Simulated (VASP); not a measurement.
# Co (Pm-3n) in VASP: single point with r2SCAN

Aim: the single point of Co with r2SCAN.

Program: VASP 6.6.1. These are calculated values, not measurements. Logs are shortened: lines on timing, memory, paths and dates and some standing lists are left out, and cuts for length are marked.

**1. The cell of the first run**

The structure is cubic, space group Pm-3n (No. 223). The conventional cell has a = 4.440 Å, b = 4.440 Å, c = 4.440 Å, α = 90.00°, β = 90.00°, γ = 90.00°. Co (site symmetry m-3) has 12 Co at 2.48 Å within 3.3 Å. Within 2.9 Å of Co (site symmetry -4m2) lie 14 Co at 2.22 to 2.72 Å.

**2. Single point, r2SCAN, collinear spin, ferromagnetic start**

Input file POSCAR:

```
Co
1.0
    4.4398309533      0.0000000000      0.0000000000
    0.0000000000      4.4398309533      0.0000000000
    0.0000000000      0.0000000000      4.4398309533
Co
8
Direct
    0.5000000000      0.5000000000      0.5000000000
    0.0000000000      0.0000000000      0.0000000000
    0.2500000000      0.0000000000      0.5000000000
    0.5000000000      0.2500000000      0.0000000000
    0.5000000000      0.7500000000      0.0000000000
    0.7500000000      0.0000000000      0.5000000000
    0.0000000000      0.5000000000      0.7500000000
    0.0000000000      0.5000000000      0.2500000000
```

Input file INCAR.step1:

```
ALGO = Normal
EDIFF = 1E-4
ENCUT = 520
GGA = PE
ISMEAR = 0
ISPIN = 2
LASPH = T
LCHARG = F
LMAXMIX = 4
LREAL = F
LWAVE = T
MAGMOM = 2.2 2.2 2.22 2.22 2.22 2.22 2.22 2.22
NBANDS = 50
NELM = 150
PREC = Accurate
SIGMA = 0.1
```

Input file INCAR.step2:

```
ALGO = Normal
EDIFF = 1E-6
ENCUT = 520
ISIF = 2
ISMEAR = 0
ISPIN = 2
ISTART = 1
LASPH = T
LCHARG = F
LMAXMIX = 4
LMIXTAU = T
LORBIT = 11
LREAL = F
LWAVE = F
MAGMOM = 2.2 2.2 2.22 2.22 2.22 2.22 2.22 2.22
METAGGA = R2SCAN
NBANDS = 50
NELM = 150
PREC = Accurate
SIGMA = 0.1
```

Input file KPOINTS:

```
k-points
0
Gamma
  8 8 8
```

Potentials or basis: VASP PAW PBE potentials, release 64 (Co).

Run with:

```console
$ cat potpaw_PBE.64/Co/POTCAR > POTCAR
$ cp INCAR.step1 INCAR
$ mpirun -np 1 vasp_std > vasp.out
$ cp INCAR.step2 INCAR
$ mpirun -np 1 vasp_std > vasp.out
```

OUTCAR:

```text
EDIFF = 1E-6
   ENCUT = 520
   ISIF = 2
   ISMEAR = 0
   ISPIN = 2
   ISTART = 1
   LASPH = T
   LORBIT = 11
   LREAL = F
   METAGGA = R2SCAN
   NELM = 150
   PREC = Accurate

 ion  position               nearest neighbor table
   1  0.500  0.500  0.500-   3 2.48   4 2.48   5 2.48   6 2.48   7 2.48   8 2.48   4 2.48   5 2.48
                             3 2.48   6 2.48   7 2.48   8 2.48
   2  0.000  0.000  0.000-   3 2.48   4 2.48   5 2.48   6 2.48   7 2.48   8 2.48   3 2.48   6 2.48
                             7 2.48   8 2.48   4 2.48   5 2.48
   3  0.250  0.000  0.500-   6 2.22   6 2.22   1 2.48   2 2.48   1 2.48   2 2.48   4 2.72   5 2.72
                             4 2.72   5 2.72   8 2.72   7 2.72   8 2.72   7 2.72
   4  0.500  0.250  0.000-   5 2.22   5 2.22   1 2.48   1 2.48   2 2.48   2 2.48   3 2.72   6 2.72
                             6 2.72   3 2.72   8 2.72   7 2.72   7 2.72   8 2.72
   5  0.500  0.750  0.000-   4 2.22   4 2.22   1 2.48   1 2.48   2 2.48   2 2.48   3 2.72   6 2.72
                             6 2.72   3 2.72   8 2.72   7 2.72   7 2.72   8 2.72
   6  0.750  0.000  0.500-   3 2.22   3 2.22   1 2.48   2 2.48   1 2.48   2 2.48   4 2.72   5 2.72
                             5 2.72   4 2.72   8 2.72   7 2.72   8 2.72   7 2.72
   7  0.000  0.500  0.750-   8 2.22   8 2.22   1 2.48   2 2.48   2 2.48   1 2.48   3 2.72   4 2.72
                             5 2.72   3 2.72   6 2.72   6 2.72   4 2.72   5 2.72
   8  0.000  0.500  0.250-   7 2.22   7 2.22   1 2.48   2 2.48   2 2.48   1 2.48   3 2.72   4 2.72
                             5 2.72   3 2.72   6 2.72   6 2.72   4 2.72   5 2.72

  LATTYP: Found a simple cubic cell.
 ALAT       =     4.4398309533

  Lattice vectors:

 A1 = (   4.4398309533,   0.0000000000,   0.0000000000)
 A2 = (   0.0000000000,   4.4398309533,   0.0000000000)
 A3 = (   0.0000000000,   0.0000000000,   4.4398309533)

Analysis of symmetry for initial positions (statically):
=====================================================================
 Subroutine PRICEL returns:
 Original cell was already a primitive cell.

 Routine SETGRP: Setting up the symmetry group for a
 simple cubic supercell.

 Subroutine GETGRP returns: Found 48 space group operations
 (whereof 24 operations were pure point group operations)
 out of a pool of 48 trial point group operations.

The static configuration has the point symmetry T_h .
 The point group associated with its full space group is O_h .

Analysis of symmetry for dynamics (positions and initial velocities):
=====================================================================
 Subroutine PRICEL returns:
 Original cell was already a primitive cell.

 Routine SETGRP: Setting up the symmetry group for a
 simple cubic supercell.

 Subroutine GETGRP returns: Found 48 space group operations
 (whereof 24 operations were pure point group operations)
 out of a pool of 48 trial point group operations.

The dynamic configuration has the point symmetry T_h .
 The point group associated with its full space group is O_h .

Analysis of structural, dynamic, and magnetic symmetry:
=====================================================================
 Subroutine PRICEL returns:
 Original cell was already a primitive cell.

 Routine SETGRP: Setting up the symmetry group for a
 simple cubic supercell.

 Subroutine GETGRP returns: Found 48 space group operations
 (whereof 24 operations were pure point group operations)
 out of a pool of 48 trial point group operations.

The overall configuration has the point symmetry T_h .
 The point group associated with its full space group is O_h .

 Subroutine INISYM returns: Found 48 space group operations
 (whereof 24 operations are pure point group operations),
 and found     1 'primitive' translations

----------------------------------------------------------------------------------------

                                     Primitive cell

  volume of cell :      87.5184

  direct lattice vectors                    reciprocal lattice vectors
     4.439830953  0.000000000  0.000000000     0.225233801  0.000000000  0.000000000
     0.000000000  4.439830953  0.000000000     0.000000000  0.225233801  0.000000000
     0.000000000  0.000000000  4.439830953     0.000000000  0.000000000  0.225233801

  length of vectors
     4.439830953  4.439830953  4.439830953     0.225233801  0.225233801  0.225233801

  position of ions in fractional coordinates (direct lattice)
     0.500000000  0.500000000  0.500000000
     0.000000000  0.000000000  0.000000000
[... 82 lines left out ...]
   ICHARG =      0    charge: 1-file 2-atom 10-const
   ISPIN  =      2    spin polarized calculation?
   LNONCOLLINEAR =      F non collinear calculations
   LSORBIT =      F    spin-orbit coupling
   LASPH  =      T    aspherical Exc in radial PAW
   ENCUT  =  520.0 eV  38.22 Ry    6.18 a.u.   8.26  8.26  8.26*2*pi/ulx,y,z
   NELM   =    150;   NELMIN=  2; NELMDL=  0     # of ELM steps
   EDIFF  = 0.1E-05   stopping-criterion for ELM
   LREAL  =      F    real-space projection
   EDIFFG = 0.1E-04   stopping-criterion for IOM
   NSW    =      0    number of steps for IOM
   IBRION =     -1    ionic relax: 0-MD 1-quasi-New 2-CG
   NFREE  =      0    steps in history (QN), initial steepest desc. (CG)
   ISIF   =      2    stress and relaxation
   ISYM   =      2    0-nonsym 1-usesym 2-fastsym
   POTIM  = 0.5000    time-step for ionic-motion
   TEBEG  =    0.0;   TEEND  =   0.0 temperature during run
   PSTRESS=    0.0 pullay stress
   NELECT =      72.0000    total number of electrons
   NUPDOWN=      -1.0000    fix difference up-down
   EMIN   =  10.00;   EMAX   =-10.00  energy-range for DOS
   EFERMI =   0.00;   METHOD = LEGACY
   ISMEAR =     0;   SIGMA  =   0.10  broadening in eV -4-tet -1-fermi 0-gaus
   EFERMI_NEDOS =   21; number of points for ismear=-14 and -15
   IALGO  =     38    algorithm
   IMIX   =      4    mixing-type and parameters
     AMIX     =   0.40;   BMIX     =  1.00
     AMIX_MAG =   1.60;   BMIX_MAG =  1.00
  volume/ion in A,a.u.               =      10.94        73.83
  Fermi-wavevector in a.u.,A,eV,Ry     =   1.533978  2.898799 32.015727  2.353090
  Thomas-Fermi vector in A             =   2.640970
   LORBIT       =     11    0 simple, 1 ext, 2 COOP (PROOUT), +10 PAW based schemes
   METAGGA = R2SCAN    functional components
   LHFCALC =     F    Hartree Fock is set to
   AEXX    =    0.0000 exact exchange contribution
   IVDW    =     0    specifies the selected vdW correction
   LEPSILON=     F    determine dielectric tensor
   LRPA    =     F    only Hartree local field effects (RPA)
 spin polarized calculation
 Gauss-broadening in eV      SIGMA  =   0.10
  energy-cutoff  :      520.00
  volume of cell :       87.52
 maximum number of plane-waves:      2375
 NGX is ok and might be reduce to    36
   NGX = 17   NGY = 17   NGZ = 17

 number of electron      71.9999972 magnetization      14.8932616

 Free energy of the ion-electron system (eV)
  ---------------------------------------------------
  ext. energy  EPLUGINS =         0.00000000
  ---------------------------------------------------
  free energy    TOTEN  =      -105.20569158 eV

  energy without entropy =     -105.16135184  energy(sigma->0) =     -105.18352171

 E-fermi :  10.5879     XC(G=0): -14.6112

 val. band max:       10.5874018076   @ k =   0.3750   0.2500   0.0000
 cond. band min:      10.5909259453   @ k =   0.2500   0.0000   0.0000
 fundamental gap:      0.0035241377
 Fermi energy:        10.5879339460

 spin component 1

 k-point     1 :       0.0000    0.0000    0.0000
  band No.  band energies     occupation
      1       0.8848      1.00000
      2       4.4497      1.00000
      3       4.4497      1.00000
      4       5.1101      1.00000
      5       5.1101      1.00000
      6       5.1101      1.00000
[... 1213 lines left out ...]
     47      13.7648      0.00000
     48      14.6561      0.00000

 [... further k-points ...]

 spin component 2

 k-point     1 :       0.0000    0.0000    0.0000
  band No.  band energies     occupation
      1       0.3773      1.00000
      2       5.5220      1.00000
      3       5.5220      1.00000
      4       5.9420      1.00000
      5       7.1726      1.00000
      6       7.1726      1.00000
[... 1213 lines left out ...]
     47      14.8978      0.00000
     48      15.7312      0.00000

 [... further k-points ...]

 [bands above 48 left out]

------------------------ aborting loop because EDIFF is reached ----------------------------------------

  FORCE on cell =-STRESS in cart. coord.  units (eV):
  Direction    XX          YY          ZZ          XY          YZ          ZX
  --------------------------------------------------------------------------------------
  -------------------------------------------------------------------------------------
  Total       -0.0703242     -0.0703242     -0.0703242      0.0000000      0.0000000      0.0000000
  in kB       -1.2874077     -1.2874077     -1.2874077      0.0000000      0.0000000      0.0000000
  external PRESSURE =      -1.2874077 kB  Pullay stress =       0.0000000 kB

 VOLUME and BASIS-vectors are now :
 -----------------------------------------------------------------------------
  energy-cutoff  :      520.00
  volume of cell :       87.52
      direct lattice vectors                 reciprocal lattice vectors
     4.439830953  0.000000000  0.000000000     0.225233801  0.000000000  0.000000000
     0.000000000  4.439830953  0.000000000     0.000000000  0.225233801  0.000000000
     0.000000000  0.000000000  4.439830953     0.000000000  0.000000000  0.225233801

 POSITION                                       TOTAL-FORCE (eV/Angst)
 -----------------------------------------------------------------------------------
      2.21992      2.21992      2.21992         0.000000      0.000000     -0.000000
      0.00000      0.00000      0.00000         0.000000      0.000000     -0.000000
      1.10996      0.00000      2.21992         0.000000     -0.000000      0.000000
      2.21992      1.10996      0.00000        -0.000000     -0.000000     -0.000000
      2.21992      3.32987      0.00000         0.000000      0.000000      0.000000
      3.32987      0.00000      2.21992        -0.000000     -0.000000     -0.000000
      0.00000      2.21992      3.32987        -0.000000      0.000000     -0.000000
      0.00000      2.21992      1.10996         0.000000     -0.000000      0.000000
 -----------------------------------------------------------------------------------
    total drift:                                0.000000      0.000000     -0.000000

  FREE ENERGIE OF THE ION-ELECTRON SYSTEM (eV)
  ---------------------------------------------------
  free  energy   TOTEN  =      -105.2056915846 eV

  energy  without entropy=     -105.1613518393  energy(sigma->0) =     -105.18352171

 total charge

# of ion       s       p       d       tot
------------------------------------------
    1        0.519   0.577   7.215   8.311
    2        0.519   0.577   7.215   8.311
    3        0.512   0.561   7.220   8.293
    4        0.512   0.561   7.220   8.293
    5        0.512   0.561   7.220   8.293
    6        0.512   0.561   7.220   8.293
    7        0.512   0.561   7.220   8.293
    8        0.512   0.561   7.220   8.293
--------------------------------------------------
tot          4.111   4.521  57.749  66.380

 magnetization (x)

# of ion       s       p       d       tot
------------------------------------------
    1       -0.007  -0.075   1.973   1.891
    2       -0.007  -0.075   1.973   1.891
    3        0.001  -0.067   1.994   1.929
    4        0.001  -0.067   1.994   1.929
    5        0.001  -0.067   1.994   1.929
    6        0.001  -0.067   1.994   1.929
    7        0.001  -0.067   1.994   1.929
    8        0.001  -0.067   1.994   1.929
--------------------------------------------------
tot         -0.007  -0.549  15.914  15.357
```

Wall time 34 min (1 thread of Oxide Virtual Turin-like, shared host); peak memory 0.36 GiB.

Results:

| Property | Result |
| --- | --- |
| Free energy | -105.2057 eV |
| Pressure | -0.1 GPa |
| Net moment | 14.89 μB per cell |
| Site moments | Co +1.89, +1.93 (each value once) μB |
| Valence electrons inside the program's atomic spheres | Co 8.31, 8.29 (each value once) |

Caveat: the PAW data sets were made with another functional, which shifts forces and pressure a little.
